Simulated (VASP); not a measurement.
# SiO2 (R-3m) in VASP: further runs

The runs below take SiO2 through single point, with PBE.

All numbers are computed with VASP 6.6.1; they aren't measurements. Logs are shortened: lines on timing, memory, paths and dates and some standing lists are left out, and cuts for length are marked.

## 1. The cell of the first run

It takes space group R-3m (No. 166, trigonal). The conventional cell has a = 3.030 Å, b = 3.030 Å, c = 13.693 Å, α = 90.00°, β = 90.00°, γ = 120.00°. Within 2.7 Å of Si (site symmetry -3m) lie 6 O at 2.01 Å. O (site symmetry 3m) has 3 Si at 2.01 Å and 3 O at 2.66 Å within 2.7 Å.

## 2. Single point, PBE (Sn replaced by Si, lengths x 0.938, strained)

Input file INCAR:

```
SYSTEM = SiO2
PREC     = Accurate       ! precision mode
ENCUT    = 520            ! plane-wave cutoff, eV
EDIFF    = 1E-6           ! SCF threshold, eV
ISMEAR   = 0              ! smearing method
SIGMA    = 0.1            ! smearing width, eV
LREAL    = .False.        ! projectors in reciprocal space
LASPH    = .True.         ! aspherical terms in the spheres
NELM     = 80             ! most SCF steps
ALGO     = Normal         ! electronic algorithm
ISIF     = 2              ! what is computed and relaxed
LWAVE    = .False.        ! write WAVECAR
LCHARG   = .False.        ! write CHGCAR
GGA      = PE             ! functional
NBANDS   = 15             ! bands
```

Input file KPOINTS:

```
Automatic mesh
0
Gamma
  9 9 9
  0 0 0
```

Input file POSCAR:

```
SiO2
1.0
    1.5147823293      0.8745599856      4.5644120735
   -1.5147823293      0.8745599856      4.5644120735
    0.0000000000     -1.7491199712      4.5644120735
Si O
1 2
Direct
    0.5000000000      0.5000000000      0.5000000000
    0.2397212369      0.2397212369      0.2397212369
    0.7602787631      0.7602787631      0.7602787631
```

Potentials or basis: VASP PAW PBE potentials, release 64 (Si, O).

Started as:

```console
> cat potpaw_PBE.64/Si/POTCAR potpaw_PBE.64/O/POTCAR > POTCAR
> mpirun -np 1 vasp_std > vasp.out
```

OUTCAR:

```text
SYSTEM = SiO2
   PREC = Accurate
   ENCUT = 520
   EDIFF = 1E-6
   ISMEAR = 0
   LREAL = .False.
   LASPH = .True.
   NELM = 80
   ISIF = 2
   GGA = PE

 ion  position               nearest neighbor table
   1  0.500  0.500  0.500-   2 2.01   2 2.01   3 2.01   3 2.01   2 2.01   3 2.01
   2  0.240  0.240  0.240-   1 2.01   1 2.01   1 2.01
   3  0.760  0.760  0.760-   1 2.01   1 2.01   1 2.01

  LATTYP: Found a trigonal (rhomboedric) cell.
 ALAT       =     4.8880751069
 COS(alpha) =     0.8079321321

  Lattice vectors:

 A1 = (   1.5147823293,   0.8745599856,   4.5644120735)
 A2 = (  -1.5147823293,   0.8745599856,   4.5644120735)
 A3 = (   0.0000000000,  -1.7491199712,   4.5644120735)

Analysis of symmetry for initial positions (statically):
=====================================================================
 Subroutine PRICEL returns:
 Original cell was already a primitive cell.

 Routine SETGRP: Setting up the symmetry group for a
 trigonal (rhombohedral) supercell.

 Subroutine GETGRP returns: Found 12 space group operations
 (whereof 12 operations were pure point group operations)
 out of a pool of 12 trial point group operations.

The static configuration has the point symmetry D_3d.

Analysis of symmetry for dynamics (positions and initial velocities):
=====================================================================
 Subroutine PRICEL returns:
 Original cell was already a primitive cell.

 Routine SETGRP: Setting up the symmetry group for a
 trigonal (rhombohedral) supercell.

 Subroutine GETGRP returns: Found 12 space group operations
 (whereof 12 operations were pure point group operations)
 out of a pool of 12 trial point group operations.

The dynamic configuration has the point symmetry D_3d.

 Subroutine INISYM returns: Found 12 space group operations
 (whereof 12 operations are pure point group operations),
 and found     1 'primitive' translations

----------------------------------------------------------------------------------------

                                     Primitive cell

  volume of cell :      36.2807

  direct lattice vectors                    reciprocal lattice vectors
     1.514782329  0.874559986  4.564412073     0.330080428  0.190572024  0.073028756
    -1.514782329  0.874559986  4.564412073    -0.330080428  0.190572024  0.073028756
     0.000000000 -1.749119971  4.564412073     0.000000000 -0.381144048  0.073028756

  length of vectors
[... 89 lines left out ...]
   NFREE  =      0    steps in history (QN), initial steepest desc. (CG)
   ISIF   =      2    stress and relaxation
   ISYM   =      2    0-nonsym 1-usesym 2-fastsym
   POTIM  = 0.5000    time-step for ionic-motion
   TEBEG  =    0.0;   TEEND  =   0.0 temperature during run
   PSTRESS=    0.0 pullay stress
   NELECT =      16.0000    total number of electrons
   NUPDOWN=      -1.0000    fix difference up-down
   EMIN   =  10.00;   EMAX   =-10.00  energy-range for DOS
   EFERMI =   0.00;   METHOD = LEGACY
   ISMEAR =     0;   SIGMA  =   0.10  broadening in eV -4-tet -1-fermi 0-gaus
   EFERMI_NEDOS =   21; number of points for ismear=-14 and -15
   IALGO  =     38    algorithm
   IMIX   =      4    mixing-type and parameters
     AMIX     =   0.40;   BMIX     =  1.00
     AMIX_MAG =   1.60;   BMIX_MAG =  1.00
  volume/ion in A,a.u.               =      12.09        81.61
  Fermi-wavevector in a.u.,A,eV,Ry     =   1.246109  2.354805 21.126973  1.552789
  Thomas-Fermi vector in A             =   2.380302
   LORBIT       =      0    0 simple, 1 ext, 2 COOP (PROOUT), +10 PAW based schemes
   GGA     = PE    functional components
   LHFCALC =     F    Hartree Fock is set to
   AEXX    =    0.0000 exact exchange contribution
   IVDW    =     0    specifies the selected vdW correction
   LEPSILON=     F    determine dielectric tensor
   LRPA    =     F    only Hartree local field effects (RPA)
 non-spin polarized calculation
 Gauss-broadening in eV      SIGMA  =   0.10
  energy-cutoff  :      520.00
  volume of cell :       36.28
 maximum number of plane-waves:       995
   NGX = 19   NGY = 19   NGZ = 19

 number of electron      16.0000001 magnetization

 Free energy of the ion-electron system (eV)
  ---------------------------------------------------
  ext. energy  EPLUGINS =         0.00000000
  ---------------------------------------------------
  free energy    TOTEN  =       -21.06991354 eV

  energy without entropy =      -21.06991354  energy(sigma->0) =      -21.06991354

 E-fermi :   2.9606     XC(G=0):  -9.9175

 val. band max:        2.5004567058   @ k =   0.0000   0.0000   0.0000
 cond. band min:       4.5045654142   @ k =   0.0000   0.0000   0.0000
 fundamental gap:      2.0041087084
 Fermi energy:         2.9605576041

 k-point     1 :       0.0000    0.0000    0.0000
  band No.  band energies     occupation
      1     -16.5152      2.00000
      2     -14.0996      2.00000
      3      -2.4304      2.00000
      4       0.4715      2.00000
      5       0.4715      2.00000
      6       1.0555      2.00000
      7       1.0555      2.00000
      8       2.5005      2.00000
      9       4.5046      0.00000
     10       7.6937      0.00000
     11      11.7426      0.00000
     12      11.7426      0.00000
     13      15.0648      0.00000
     14      16.7565      0.00000
[... 401 lines left out ...]
      2     -14.1391      2.00000
      3      -4.7761      2.00000
      4      -2.7328      2.00000
      5      -1.0208      2.00000
      6       0.8288      2.00000
      7       1.0972      2.00000
      8       1.9081      2.00000
      9       6.7481      0.00000
     10       9.2462      0.00000
     11      12.9505      0.00000
     12      13.2625      0.00000
     13      13.4044      0.00000
     14      14.9565      0.00000
     15      19.8319      0.00000

 [... further k-points ...]
[... 5 lines left out ...]
  --------------------------------------------------------------------------------------
  -------------------------------------------------------------------------------------
  Total      -10.6013190    -10.6013190     -4.9365052     -0.0000000      0.0000000      0.0000000
  in kB     -468.1602727   -468.1602727   -217.9988749     -0.0000000      0.0000000      0.0000000
  external PRESSURE =    -384.7731401 kB  Pullay stress =       0.0000000 kB

 VOLUME and BASIS-vectors are now :
 -----------------------------------------------------------------------------
  energy-cutoff  :      520.00
  volume of cell :       36.28
      direct lattice vectors                 reciprocal lattice vectors
     1.514782329  0.874559986  4.564412073     0.330080428  0.190572024  0.073028756
    -1.514782329  0.874559986  4.564412073    -0.330080428  0.190572024  0.073028756
     0.000000000 -1.749119971  4.564412073     0.000000000 -0.381144048  0.073028756

 POSITION                                       TOTAL-FORCE (eV/Angst)
 -----------------------------------------------------------------------------------
      0.00000      0.00000      6.84662         0.000000      0.000000      0.000000
      0.00000      0.00000      3.28256         0.000000      0.000000     -2.746523
      0.00000      0.00000     10.41068         0.000000      0.000000      2.746523
 -----------------------------------------------------------------------------------
    total drift:                               -0.000000      0.000000     -0.000000

  FREE ENERGIE OF THE ION-ELECTRON SYSTEM (eV)
  ---------------------------------------------------
  free  energy   TOTEN  =       -21.0699135366 eV

  energy  without entropy=      -21.0699135366  energy(sigma->0) =      -21.06991354
```

OSZICAR:

```text
N       E                     dE             d eps       ncg     rms          rms(c)
DAV:   1     0.571243323686E+02    0.57124E+02   -0.82544E+03  2566   0.983E+02
DAV:   2    -0.198582499101E+02   -0.76983E+02   -0.71269E+02  3455   0.208E+02
DAV:   3    -0.231651133899E+02   -0.33069E+01   -0.32973E+01  2844   0.439E+01
DAV:   4    -0.231848854101E+02   -0.19772E-01   -0.19771E-01  3096   0.391E+00
DAV:   5    -0.231850577135E+02   -0.17230E-03   -0.17230E-03  2914   0.355E-01    0.920E+00
DAV:   6    -0.211057295704E+02    0.20793E+01   -0.47482E+00  2676   0.198E+01    0.395E+00
DAV:   7    -0.210771933995E+02    0.28536E-01   -0.30676E-01  2613   0.462E+00    0.187E+00
DAV:   8    -0.210681733655E+02    0.90200E-02   -0.39977E-02  3075   0.189E+00    0.536E-01
DAV:   9    -0.210695620242E+02   -0.13887E-02   -0.44675E-03  2809   0.579E-01    0.192E-01
DAV:  10    -0.210698963112E+02   -0.33429E-03   -0.68830E-04  2851   0.205E-01    0.327E-02
DAV:  11    -0.210699099679E+02   -0.13657E-04   -0.26754E-05  2893   0.477E-02    0.116E-02
DAV:  12    -0.210699133679E+02   -0.33999E-05   -0.35782E-06  2907   0.185E-02    0.248E-03
DAV:  13    -0.210699135366E+02   -0.16877E-06   -0.21432E-07  2325   0.387E-03
   1 F= -.21069914E+02 E0= -.21069914E+02  d E =-.119403E-12
```

Wall time 37 s (1 thread of AMD EPYC 9R45 (Zen 5), shared host); peak memory 0.18 GiB.

Results:

* Free energy: -21.0699 eV
* Pressure: -38.5 GPa
* Largest force: 2.747 eV/Å
* Band gap on the k mesh: 2.00 eV

Forces in eV/Å, atoms in the order of the input:
```
Si   0.000  0.000  0.000
O    0.000  0.000 -2.747
O    0.000  0.000  2.747
```

Stress tensor (GPa, compression positive):
```
-46.82   0.00   0.00
  0.00 -46.82   0.00
  0.00   0.00 -21.80
```

Caveat: the cell differs from its parent crystal (Sn replaced by Si, lengths x 0.938, strained); the cell stands under tension; an odd mesh through Γ misses points on the zone boundary, where band edges can lie; forces of over 1 eV/Å act on the atoms, so gaps and moduli don't describe the material at rest.

## 3. Single point, PBE (Sn replaced by Si, lengths x 0.938, strained)

Input file INCAR:

```
SYSTEM = SiO2
  PREC = Accurate
  ENCUT = 520
  EDIFF = 1E-6
  ISMEAR = 0
  SIGMA = 0.02
  LREAL = .False.
  LASPH = .True.
  NELM = 80
  ALGO = Normal
  ISIF = 2
  LWAVE = .False.
  LCHARG = .False.
  GGA = PE
  NBANDS = 15
```

Input file KPOINTS:

```
regular mesh
0
Gamma
  12 12 12
  0 0 0
```

POSCAR is that of step 2.

Potentials or basis: VASP PAW PBE potentials, release 64 (Si, O).

Started as:

```console
> cat potpaw_PBE.64/Si/POTCAR potpaw_PBE.64/O/POTCAR > POTCAR
> mpirun -np 1 vasp_std > vasp.out
```

Run time: 78 s. Hardware: 1 thread of AMD EPYC 9R45 (Zen 5), shared host; peak memory 0.22 GiB.

It converged, with:

- Free energy: -21.0699 eV
- Pressure: -38.5 GPa
- Largest force: 2.747 eV/Å
- Band gap on the k mesh: 2.00 eV

Forces in eV/Å, atoms in the order of the input:
```
Si   0.000  0.000  0.000
O    0.000  0.000 -2.747
O    0.000  0.000  2.747
```

Stress tensor (GPa, compression positive):
```
-46.82   0.00   0.00
  0.00 -46.82   0.00
  0.00   0.00 -21.80
```

Levels at points of the mesh, in eV from the valence-band top:
| k point | band 4 | band 5 | band 6 | band 7 | band 8 | band 9 | band 10 | band 11 | band 12 | band 13 |
| --- | --- | --- | --- | --- | --- | --- | --- | --- | --- | --- |
| (0.00, 0.00, 0.00) | -2.03 | -2.03 | -1.44 | -1.44 | 0.00 | 2.00 | 5.19 | 9.24 | 9.24 | 12.56 |
| (0.50, 0.00, 0.00) | -4.98 | -3.44 | -2.01 | -1.59 | -1.36 | 4.54 | 7.43 | 10.36 | 11.05 | 11.19 |
| (0.50, 0.50, 0.00) | -5.29 | -3.55 | -1.60 | -1.41 | -0.62 | 4.21 | 6.78 | 10.59 | 10.66 | 10.93 |
| (0.50, 0.50, 0.50) | -1.96 | -1.96 | -1.53 | -1.53 | -1.44 | 3.13 | 5.27 | 9.35 | 9.35 | 13.26 |

Caveat: the cell differs from its parent crystal (Sn replaced by Si, lengths x 0.938, strained); the cell stands under tension; forces of over 1 eV/Å act on the atoms, so gaps and moduli don't describe the material at rest.

## 4. Single point, PBE (Sn replaced by Si, lengths x 0.938, strained)

Input file INCAR:

```
SYSTEM = SiO2
ALGO = Normal
EDIFF = 1E-6
ENCUT = 520
GGA = PE
ISIF = 2
ISMEAR = 0
LASPH = .True.
LCHARG = .False.
LREAL = .False.
LWAVE = .False.
NBANDS = 15
NELM = 100
PREC = Accurate
SIGMA = 0.02
```

Input file KPOINTS:

```
k-points
0
Gamma
  12 12 12
  0 0 0
```

Input file POSCAR:

```
SiO2
1.0
    1.5536590727      0.8970054839      4.6122788707
   -1.5536590727      0.8970054839      4.6122788707
    0.0000000000     -1.7940109678      4.6122788707
Si O
1 2
Direct
    0.5000000000      0.5000000000      0.5000000000
    0.2371700000      0.2371700000      0.2371700000
    0.7628300000      0.7628300000      0.7628300000
```

Started as:

```console
> cat potpaw_PBE.64/Si/POTCAR potpaw_PBE.64/O/POTCAR > POTCAR
> mpirun -np 1 vasp_std > vasp.out
```

It took 1.7 min on 1 thread of AMD EPYC 9R45 (Zen 5), shared host; peak memory 0.25 GiB.

Results (log left out):

```
Free energy            : -20.6324 eV
Pressure               : -39.2 GPa
Largest force          : 2.405 eV/Å
Band gap on the k mesh : 1.51 eV (least direct gap 1.53 eV)
```

Forces on the atoms (eV/Å):
```
Si   0.000  0.000  0.000
O    0.000  0.000 -2.405
O    0.000  0.000  2.405
```

Stress tensor (GPa, compression positive):
```
-49.62   0.00   0.00
  0.00 -49.62   0.00
  0.00   0.00 -18.29
```

Levels at points of the mesh, in eV from the valence-band top:
```csv
k point,band 6,band 7,band 8,band 9,band 10,band 11
"(0.00, 0.00, 0.00)",-1.53,-1.53,-0.02,1.51,4.85,8.74
"(0.50, 0.00, 0.00)",-1.80,-1.52,-1.21,4.16,7.05,9.91
"(0.50, 0.50, 0.00)",-1.42,-1.37,-0.58,3.89,6.45,10.18
"(0.50, 0.50, 0.50)",-1.60,-1.60,-1.29,2.58,4.92,8.84
```

Caveat: the cell differs from its parent crystal (Sn replaced by Si, lengths x 0.938, strained); the cell stands under tension; forces of over 1 eV/Å act on the atoms, so gaps and moduli don't describe the material at rest.

## 5. The runs side by side

```csv
cell,k mesh,smearing,gap on the mesh (eV),pressure (GPa),largest force (eV/Å)
"a = 4.888 Å, angles 36.1°, 3 atoms, atomic positions A",9 × 9 × 9,gaussian 0.1 eV,2.00,-38.5,2.75
"a = 4.888 Å, angles 36.1°, 3 atoms, atomic positions A",12 × 12 × 12,gaussian 0.02 eV,2.00,-38.5,2.75
"a = 4.949 Å, angles 36.6°, 3 atoms, atomic positions B",12 × 12 × 12,gaussian 0.02 eV,1.51,-39.2,2.41
```

Alike in all rows: task single point; level PBE; potentials or basis VASP PAW PBE potentials, release 64 (Si, O); no spin polarisation; cutoff (eV) 520.

Caveats: the cell stands under tension; forces of over 1 eV/Å act on the atoms, so gaps and moduli don't describe the material at rest; an odd mesh through Γ misses points on the zone boundary, where band edges can lie (at least some runs).

Total energies depend on the potentials used, so only differences within one code and one set of settings carry meaning.
